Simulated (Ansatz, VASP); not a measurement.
**Nb: VASP beside Ansatz**

File INCAR:

```
SYSTEM = Nb
PREC     = Accurate       ! precision mode
ENCUT    = 500            ! plane-wave cutoff, eV
EDIFF    = 1E-6           ! SCF threshold, eV
ISMEAR   = -1             ! smearing method
SIGMA    = 0.05           ! smearing width, eV
LREAL    = .False.        ! projectors in reciprocal space
LASPH    = .True.         ! aspherical terms in the spheres
NELM     = 120            ! most SCF steps
ALGO     = Normal         ! electronic algorithm
ISIF     = 2              ! what is computed and relaxed
LWAVE    = .False.        ! write WAVECAR
LCHARG   = .True.         ! write CHGCAR
GGA      = PE             ! functional
LELF     = .True.         ! ELF
LVHAR    = .True.       
NBANDS   = 12             ! bands
GGA_COMPAT= .False.
```

File KPOINTS:

```
Automatic mesh
0
Gamma
  6 6 6
  0 0 0
```

File POSCAR:

```
Nb
1.0
   -1.6639500000      1.6639500000      1.6639500000
    1.6639500000     -1.6639500000      1.6639500000
    1.6639500000      1.6639500000     -1.6639500000
Nb
1
Direct
    0.0000000000      0.0000000000      0.0000000000
```

Contents of input.yaml:

```yaml
crystal:
  lattice:
    - [-1.66395, 1.66395, 1.66395]
    - [1.66395, -1.66395, 1.66395]
    - [1.66395, 1.66395, -1.66395]
  atoms:
    - { symbol: Nb, position: [0.0, 0.0, 0.0] }
hamiltonian:
  xc: pbe
  pseudopotentials: { kind: paw }
kpoints:
  mp_grid: { grid: [6, 6, 6] }
scf:
  occupations: { method: fermi_dirac, width: 0.05 }
  n_extra_bands: 6
output:
  forces: true
  stress: true
  eigenvalues: true
  dos: { projected: true, de: 0.05, nscf_kmesh: { grid: [9, 9, 9] } }
```

Alike in both runs: functional PBE; k mesh 6 × 6 × 6; occupations fermi-dirac, width 0.05 eV; no spin polarisation.

```csv
,VASP,Ansatz
version,VASP 6.6.1,Ansatz 0.2.0
potentials or method,"VASP PAW PBE potentials, release 64 (Nb_sv)",Ansatz PAW
plane-wave cutoff (eV),500,420
valence electrons in the cell,13,13
task,single point,projected density of states
```

Ansatz gave:

- gap on the k mesh at the Fermi level (eV): none
- pressure (GPa): -5.3

Problem. Which values does VASP return?

Solution. gap on the k mesh at the Fermi level (eV): none; pressure (GPa): -5.6.

A gap of «none» marks a metal or a gap that the smearing closes.

The k mesh is coarse, so the values compare programs but aren't converged.
